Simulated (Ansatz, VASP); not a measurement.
# Zr: VASP beside Ansatz

```
CELL_PARAMETERS angstrom
3.18374 0.00000 0.00000
-1.59187 2.75720 0.00000
0.00000 0.00000 5.11840
ATOMIC_POSITIONS crystal
Zr 0.33333 0.66667 0.25000
Zr 0.66667 0.33333 0.75000
```

Alike in both runs: functional PBEsol; k mesh 18 × 18 × 10; occupations fermi-dirac, width 0.08 eV; no spin polarisation.

Ansatz relaxed the structure, and its values are those at the end. VASP's run is a single point on that final structure, the one shown.

|  | VASP | Ansatz |
| --- | --- | --- |
| version | VASP 6.6.1 | Ansatz 0.2.0 |
| potentials or method | VASP PAW PBE potentials, release 64 (Zr_sv) | PAW with Ansatz's default frozen-core files, scalar-relativistic |
| plane-wave cutoff (eV) | 520 | 420 |
| valence electrons in the cell | 24 | 24 |

|  | VASP | Ansatz | Ansatz less VASP |
| --- | --- | --- | --- |
| pressure (GPa) | 0.1 | 0.0 | -0.06 |

VASP's potentials were made for PBE, not for PBEsol.
